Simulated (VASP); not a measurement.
# Hf (P6_3/mmc) in VASP: a series of runs

Hf is run at these levels: PBE; tasks: single point, relaxation of cell and atoms.

Program: VASP 6.6.1. These are calculated values, not measurements. Logs are shortened: lines on timing, memory, paths and dates and some standing lists are left out, and cuts for length are marked.

**1. The cell of the first run**

It takes space group P6_3/mmc (No. 194, hexagonal). The conventional cell has a = 3.205 Å, b = 3.205 Å, c = 5.068 Å, α = 90.00°, β = 90.00°, γ = 120.00°. Hf (site symmetry -6m2) has 12 Hf at 3.14 to 3.20 Å within 4.1 Å.

**2. Single point, PBE**

File INCAR:

```
PREC     = Accurate       # precision mode
ENCUT    = 500            # plane-wave cutoff, eV
EDIFF    = 1E-6           # SCF threshold, eV
ISMEAR   = 0              # smearing method
SIGMA    = 0.1            # smearing width, eV
LREAL    = False          # projectors in reciprocal space
LASPH    = True           # aspherical terms in the spheres
NELM     = 120            # most SCF steps
ALGO     = Normal         # electronic algorithm
ISIF     = 2              # what is computed and relaxed
LWAVE    = False          # write WAVECAR
LCHARG   = True           # write CHGCAR
GGA      = PE             # functional
LELF     = True           # ELF
LVHAR    = True         
NBANDS   = 17             # bands
GGA_COMPAT= False
```

File KPOINTS:

```
Automatic mesh
0
Gamma
  15 15 8
```

File POSCAR:

```
Hf
1.0
    3.2046233997      0.0000000000      0.0000000000
   -1.6023116998      2.7752852737      0.0000000000
    0.0000000000      0.0000000000      5.0676571121
Hf
2
Direct
    0.3333333333      0.6666666667      0.2500000000
    0.6666666667      0.3333333333      0.7500000000
```

Potentials or basis: VASP PAW PBE potentials, release 64 (Hf_pv).

The run is started by

```console
cat potpaw_PBE.64/Hf_pv/POTCAR > POTCAR
mpirun -np 1 vasp_std > vasp.out
```

OUTCAR:

```text
PREC = Accurate
   ENCUT = 500
   EDIFF = 1E-6
   ISMEAR = 0
   LREAL = False
   LASPH = True
   NELM = 120
   ISIF = 2
   GGA = PE

 ion  position               nearest neighbor table
   1  0.333  0.667  0.250-   2 3.14   2 3.14   2 3.14   2 3.14   2 3.14   2 3.14
   2  0.667  0.333  0.750-   1 3.14   1 3.14   1 3.14   1 3.14   1 3.14   1 3.14

  LATTYP: Found a hexagonal cell.
 ALAT       =     3.2046233997
 C/A-ratio  =     1.5813580818

  Lattice vectors:

 A1 = (   3.2046233997,   0.0000000000,   0.0000000000)
 A2 = (  -1.6023116998,   2.7752852737,   0.0000000000)
 A3 = (   0.0000000000,   0.0000000000,   5.0676571121)

Analysis of symmetry for initial positions (statically):
=====================================================================
 Subroutine PRICEL returns:
 Original cell was already a primitive cell.

 Routine SETGRP: Setting up the symmetry group for a
 hexagonal supercell.

 Subroutine GETGRP returns: Found 24 space group operations
 (whereof 12 operations were pure point group operations)
 out of a pool of 24 trial point group operations.

The static configuration has the point symmetry D_3d.
 The point group associated with its full space group is D_6h.

Analysis of symmetry for dynamics (positions and initial velocities):
=====================================================================
 Subroutine PRICEL returns:
 Original cell was already a primitive cell.

 Routine SETGRP: Setting up the symmetry group for a
 hexagonal supercell.

 Subroutine GETGRP returns: Found 24 space group operations
 (whereof 12 operations were pure point group operations)
 out of a pool of 24 trial point group operations.

The dynamic configuration has the point symmetry D_3d.
 The point group associated with its full space group is D_6h.

 Subroutine INISYM returns: Found 24 space group operations
 (whereof 12 operations are pure point group operations),
 and found     1 'primitive' translations

----------------------------------------------------------------------------------------

                                     Primitive cell

  volume of cell :      45.0704

  direct lattice vectors                    reciprocal lattice vectors
     3.204623400  0.000000000  0.000000000     0.312049148  0.180161659  0.000000000
    -1.602311700  2.775285274  0.000000000     0.000000000  0.360323319  0.000000000
     0.000000000  0.000000000  5.067657112     0.000000000  0.000000000  0.197329846

  length of vectors
     3.204623400  3.204623400  5.067657112     0.360323319  0.360323319  0.197329846

  position of ions in fractional coordinates (direct lattice)
     0.333333333  0.666666667  0.250000000
     0.666666667  0.333333333  0.750000000

  ion indices of the primitive-cell ions
   primitive index   ion index
                 1           1
                 2           2

----------------------------------------------------------------------------------------

 KPOINTS: Automatic mesh

Automatic generation of k-mesh.
 Grid dimensions read from file:
 generate k-points for:   15   15    8

 Generating k-lattice:

  Cartesian coordinates                     Fractional coordinates (reciprocal lattice)
     0.020803277  0.012010777  0.000000000     0.066666667  0.000000000  0.000000000
     0.000000000  0.024021555  0.000000000     0.000000000  0.066666667  0.000000000
     0.000000000  0.000000000  0.024666231     0.000000000  0.000000000  0.125000000

  Length of vectors
     0.024021555  0.024021555  0.024666231

  Shift w.r.t. Gamma in fractional coordinates (k-lattice)
     0.000000000  0.000000000  0.000000000

 Subroutine IBZKPT returns following result:
 ===========================================

 Found    135 irreducible k-points:

 Following reciprocal coordinates:
            Coordinates               Weight
  0.000000  0.000000  0.000000      1.000000
  0.066667  0.000000  0.000000      6.000000
  0.133333  0.000000  0.000000      6.000000
  0.200000  0.000000  0.000000      6.000000
  0.266667  0.000000  0.000000      6.000000
  0.333333  0.000000  0.000000      6.000000
[... 16 lines left out ...]
  0.333333  0.200000  0.000000     12.000000
  0.400000  0.200000  0.000000      6.000000
 [... further k-points ...]
   k-points           NKPTS =    135   k-points in BZ     NKDIM =    135   number of bands    NBANDS=     17
   number of dos      NEDOS =    301   number of ions     NIONS =      2
   total plane-waves  NPLWV =  23040
   dimension x,y,z NGX =    24 NGY =   24 NGZ =   40
   dimension x,y,z NGXF=    48 NGYF=   48 NGZF=   80
   ions per type =               2
   NGX,Y,Z   is equivalent  to a cutoff of  12.45, 12.45, 13.12 a.u.
   NGXF,Y,Z  is equivalent  to a cutoff of  24.90, 24.90, 26.24 a.u.
 SYSTEM =  unknown system
   PREC   = accura    normal or accurate (medium, high low for compatibility)
   ISTART =      0    job   : 0-new  1-cont  2-samecut
   ICHARG =      2    charge: 1-file 2-atom 10-const
   ISPIN  =      1    spin polarized calculation?
   LNONCOLLINEAR =      F non collinear calculations
   LSORBIT =      F    spin-orbit coupling
   LASPH  =      T    aspherical Exc in radial PAW
   ENCUT  =  500.0 eV  36.75 Ry    6.06 a.u.   5.84  5.84  9.24*2*pi/ulx,y,z
   NELM   =    120;   NELMIN=  2; NELMDL= -5     # of ELM steps
   EDIFF  = 0.1E-05   stopping-criterion for ELM
   LREAL  =      F    real-space projection
   EDIFFG = 0.1E-04   stopping-criterion for IOM
   NSW    =      0    number of steps for IOM
   IBRION =     -1    ionic relax: 0-MD 1-quasi-New 2-CG
   NFREE  =      0    steps in history (QN), initial steepest desc. (CG)
   ISIF   =      2    stress and relaxation
   ISYM   =      2    0-nonsym 1-usesym 2-fastsym
   POTIM  = 0.5000    time-step for ionic-motion
   TEBEG  =    0.0;   TEEND  =   0.0 temperature during run
   PSTRESS=    0.0 pullay stress
   NELECT =      20.0000    total number of electrons
   NUPDOWN=      -1.0000    fix difference up-down
   EMIN   =  10.00;   EMAX   =-10.00  energy-range for DOS
   EFERMI =   0.00;   METHOD = LEGACY
   ISMEAR =     0;   SIGMA  =   0.10  broadening in eV -4-tet -1-fermi 0-gaus
   EFERMI_NEDOS =   21; number of points for ismear=-14 and -15
   IALGO  =     38    algorithm
   IMIX   =      4    mixing-type and parameters
     AMIX     =   0.40;   BMIX     =  1.00
     AMIX_MAG =   1.60;   BMIX_MAG =  1.00
  volume/ion in A,a.u.               =      22.54       152.08
  Fermi-wavevector in a.u.,A,eV,Ry     =   1.248689  2.359680 21.214526  1.559224
  Thomas-Fermi vector in A             =   2.382764
   LORBIT       =      0    0 simple, 1 ext, 2 COOP (PROOUT), +10 PAW based schemes
   GGA     = PE    functional components
   LHFCALC =     F    Hartree Fock is set to
   AEXX    =    0.0000 exact exchange contribution
   IVDW    =     0    specifies the selected vdW correction
   LEPSILON=     F    determine dielectric tensor
   LRPA    =     F    only Hartree local field effects (RPA)
 non-spin polarized calculation
 Gauss-broadening in eV      SIGMA  =   0.10
  energy-cutoff  :      500.00
  volume of cell :       45.07
 maximum number of plane-waves:      1164
 NGX is ok and might be reduce to    24
   NGX = 11   NGY = 11   NGZ = 19

 number of electron      20.0000005 magnetization

 Free energy of the ion-electron system (eV)
  ---------------------------------------------------
  ext. energy  EPLUGINS =         0.00000000
  ---------------------------------------------------
  free energy    TOTEN  =       -19.85373515 eV

  energy without entropy =      -19.84652295  energy(sigma->0) =      -19.85012905

 E-fermi :   4.8777     XC(G=0): -11.2502

 val. band max:        4.8525440037   @ k =   0.1333   0.0000   0.0000
 cond. band min:       4.9015985852   @ k =   0.1333   0.0667   0.2500
 fundamental gap:      0.0490545815
 Fermi energy:         4.8776913070

 k-point     1 :       0.0000    0.0000    0.0000
  band No.  band energies     occupation
      1     -26.2157      2.00000
      2     -25.4875      2.00000
      3     -25.4875      2.00000
      4     -25.3691      2.00000
      5     -25.3623      2.00000
      6     -25.3623      2.00000
[... 9 lines left out ...]
     16       7.4856      0.00000
     17      10.1610      0.00000

 k-point     2 :       0.0667    0.0000    0.0000
  band No.  band energies     occupation
      1     -26.2044      2.00000
      2     -25.5114      2.00000
      3     -25.4956      2.00000
      4     -25.3877      2.00000
      5     -25.3742      2.00000
      6     -25.3655      2.00000
[... 9 lines left out ...]
     16       7.3566      0.00000
     17      10.2679      0.00000

 k-point     3 :       0.1333    0.0000    0.0000
  band No.  band energies     occupation
      1     -26.1716      2.00000
      2     -25.5792      2.00000
      3     -25.5180      2.00000
      4     -25.4581      2.00000
      5     -25.3898      2.00000
      6     -25.3750      2.00000
[... 9 lines left out ...]
     16       7.3316      0.00000
     17      10.5088      0.00000

 k-point     4 :       0.2000    0.0000    0.0000
  band No.  band energies     occupation
      1     -26.1202      2.00000
      2     -25.6791      2.00000
      3     -25.5588      2.00000
      4     -25.5497      2.00000
      5     -25.4159      2.00000
      6     -25.3899      2.00000
[... 9 lines left out ...]
     16       7.8959      0.00000
     17      10.7736      0.00000
[... 343 lines left out ...]
      1     -25.9172      2.00000
      2     -25.8944      2.00000
      3     -25.8505      2.00000
      4     -25.6746      2.00000
      5     -25.5565      2.00000
      6     -25.5395      2.00000
[... 9 lines left out ...]
     16      10.7838      0.00000
     17      11.1112      0.00000

 k-point    23 :       0.3333    0.2000    0.0000
  band No.  band energies     occupation
      1     -25.9671      2.00000
      2     -25.8513      2.00000
      3     -25.8316      2.00000
      4     -25.7290      2.00000
      5     -25.6052      2.00000
      6     -25.5655      2.00000
[... 9 lines left out ...]
     16      10.7669      0.00000
     17      11.6589      0.00000

 k-point    24 :       0.4000    0.2000    0.0000
  band No.  band energies     occupation
      1     -25.9845      2.00000
      2     -25.8448      2.00000
      3     -25.8010      2.00000
      4     -25.7554      2.00000
      5     -25.6308      2.00000
      6     -25.5743      2.00000
[... 9 lines left out ...]
     16      10.7600      0.00000
     17      11.2103      0.00000

 [... further k-points ...]

------------------------ aborting loop because EDIFF is reached ----------------------------------------

  FORCE on cell =-STRESS in cart. coord.  units (eV):
  Direction    XX          YY          ZZ          XY          YZ          ZX
  --------------------------------------------------------------------------------------
  -------------------------------------------------------------------------------------
  Total       -0.1125813     -0.1125813     -0.1459290     -0.0000000      0.0000000     -0.0000000
  in kB       -4.0020720     -4.0020720     -5.1875250     -0.0000000      0.0000000     -0.0000000
  external PRESSURE =      -4.3972230 kB  Pullay stress =       0.0000000 kB

 VOLUME and BASIS-vectors are now :
 -----------------------------------------------------------------------------
  energy-cutoff  :      500.00
  volume of cell :       45.07
      direct lattice vectors                 reciprocal lattice vectors
     3.204623400  0.000000000  0.000000000     0.312049148  0.180161659  0.000000000
    -1.602311700  2.775285274  0.000000000     0.000000000  0.360323319  0.000000000
     0.000000000  0.000000000  5.067657112     0.000000000  0.000000000  0.197329846

 POSITION                                       TOTAL-FORCE (eV/Angst)
 -----------------------------------------------------------------------------------
     -0.00000      1.85019      1.26691        -0.000000      0.000000      0.000000
      1.60231      0.92510      3.80074         0.000000     -0.000000      0.000000
 -----------------------------------------------------------------------------------
    total drift:                               -0.000000      0.000000     -0.000000

  FREE ENERGIE OF THE ION-ELECTRON SYSTEM (eV)
  ---------------------------------------------------
  free  energy   TOTEN  =       -19.8537351468 eV

  energy  without entropy=      -19.8465229515  energy(sigma->0) =      -19.85012905
```

Run time: 50 s. Hardware: 1 thread of Intel Xeon 6975P-C, shared host; peak memory 0.22 GiB.

Results:

```yaml
Free_energy: -19.8537 eV
Pressure: -0.4 GPa
Band_gap_on_the_k_mesh: zero (band 10 reaches 6.05 eV, above the bottom of band 11 at 4.44 eV)
```

Stress tensor (GPa, compression positive):
```
-0.40  0.00  0.00
 0.00 -0.40  0.00
 0.00  0.00 -0.52
```

Caveat: spin-orbit coupling is left out, which moves the levels of the heavy elements.

[end of part 1 of 2]
